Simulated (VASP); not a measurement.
## TaRu: relaxation of the atoms with LDA

Crystal: TaRu.

```
CELL_PARAMETERS angstrom
3.17884 0.00000 0.00000
0.00000 3.17884 0.00000
0.00000 0.00000 3.17884
ATOMIC_POSITIONS crystal
Ta 0.50000 0.50000 0.50000
Ru 0.00000 0.00000 0.00000
```

```yaml
Program: VASP 6.6.1
Task: relaxation of the atoms
Functional: LDA
Potentials_or_basis: VASP PAW LDA potentials, release 64 (Ta_pv, Ru_pv)
Cutoff: 520 eV
k_mesh: 11 × 11 × 11
Occupations: fermi-dirac, width 0.05 eV
Spin: no spin polarisation
Dipole_correction: no
Further_INCAR_settings: ALGO = Normal; EDIFF = 1e-06; IBRION = 2; EDIFFG = -0.01; NSW = 50
```

* Pressure after relaxing: -13.7 GPa

Final structure:
```
Ta Ru
1.0
     3.17884    0.00000    0.00000
     0.00000    3.17884    0.00000
     0.00000    0.00000    3.17884
Ta Ru
1 1
Direct
  0.50000 0.50000 0.50000
  0.00000 0.00000 0.00000
```

Levels at points of the mesh, in eV from the Fermi level:
```
           k point  band 9  band 10  band 11  band 12  band 13  band 14  band 15  band 16
(0.00, 0.00, 0.00)   -5.87    -2.37    -2.37    -2.37     0.96     0.96     4.00     4.00
```

Run time: 15 s on 1 thread of Intel Xeon 6975P-C (shared host), peak memory 0.15 GiB.

Caveat: the relaxation stopped at its first step, so nothing moved; spin-orbit coupling is left out, which moves the levels of the heavy elements.
